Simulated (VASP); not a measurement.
# BN: single point with LDA

BN:

```
B N
1.0
     2.46453    0.00000    0.00000
    -1.23227    2.18527    0.00000
     0.00000    0.00000    4.17522
B N
2 2
Direct
  0.66667 0.33333 0.99971
  0.33333 0.66667 0.49971
  0.66667 0.33333 0.62529
  0.33333 0.66667 0.12529
```

This cell differs from its parent crystal: mode 4 frozen in at +0.000 Å, normal strain along x -0.0233.

```
Program             : VASP 6.6.1
Task                : single point
Functional          : LDA
Potentials or basis : VASP PAW LDA potentials, release 64 (B, N)
Cutoff              : 600 eV
k mesh              : 12 × 12 × 6
Occupations         : gaussian, width 0.05 eV
Spin                : no spin polarisation
```

| Property | Result |
| --- | --- |
| Pressure | 10.8 GPa |
| Largest force | 0.162 eV/Å |
| Band gap on the k mesh | 4.74 eV, indirect (least direct gap 8.17 eV) |

Forces in eV/Å, atoms in the order of the input:
```
B    0.000 -0.100 -0.065
B    0.000  0.100 -0.065
N    0.000 -0.148  0.065
N    0.000  0.148  0.065
```

Stress tensor (GPa, compression positive):
```
26.16  0.00  0.00
 0.00  4.06  0.00
 0.00  0.00  2.25
```

Levels at points of the mesh, in eV from the valence-band top:
| k point | band 5 | band 6 | band 7 | band 8 | band 9 | band 10 | band 11 | band 12 |
| --- | --- | --- | --- | --- | --- | --- | --- | --- |
| (0.00, 0.00, 0.00) | -2.14 | -0.43 | -0.17 | 0.00 | 8.17 | 8.28 | 8.68 | 10.47 |
| (0.50, 0.00, 0.00) | -7.18 | -5.42 | -4.77 | -2.47 | 6.60 | 7.75 | 10.58 | 11.62 |
| (0.00, 0.50, 0.00) | -7.43 | -5.01 | -4.79 | -2.13 | 7.29 | 7.83 | 10.99 | 12.18 |
| (0.00, 0.00, 0.50) | -1.36 | -1.36 | -1.18 | -1.18 | 9.53 | 9.53 | 10.25 | 10.25 |
| (0.50, 0.00, 0.50) | -4.19 | -4.19 | -3.85 | -3.85 | 6.45 | 6.45 | 10.09 | 10.09 |
| (0.00, 0.50, 0.50) | -3.96 | -3.96 | -3.78 | -3.78 | 6.69 | 6.69 | 10.32 | 10.32 |

Wall time 23 s on 1 thread of Intel(R) Xeon(R) 6975P-C (Granite Rapids) (shared host), peak memory 0.17 GiB.

Caveat: the cell differs from its parent crystal (mode 4 frozen in at +0.000 Å, normal strain along x -0.0233). A k mesh can miss the band edges.
